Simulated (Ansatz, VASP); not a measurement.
# One calculation of C, two programs

```
C
1.0
     1.68746    0.00000    0.00000
     0.00000    1.68746    0.00000
     0.00000    0.00000    2.01299
C
1
Direct
  0.50000 0.50000 0.00000
```

Alike in both runs: task single point; functional PBE; k mesh 10 × 10 × 8; occupations gaussian, width 0.1 eV; collinear spin.

```csv
,VASP,Ansatz
version,VASP 6.6.1,Ansatz 0.2.0
potentials or method,"VASP PAW PBE potentials, release 64 (C), cutoff 520 eV","scalar-relativistic, plane waves, PAW"
valence electrons in the cell,4,4
```

```csv
,VASP,Ansatz,Ansatz less VASP
gap on the k mesh at the Fermi level (eV),none,none,-
pressure (GPa),3.8,3.6,-0.23
"traceless stress, the component that is largest in VASP (GPa)",-9.06,-8.83,+0.237
net moment per atom (μB),0.00,0.00,-0.001
```

A gap of «none» marks a metal or a gap that the smearing closes. The functional is the same, so the differences come from potentials, cutoffs and numerics. Ansatz's warnings: seeded moment not kept.

The k mesh is coarse, so the values compare programs but aren't converged.
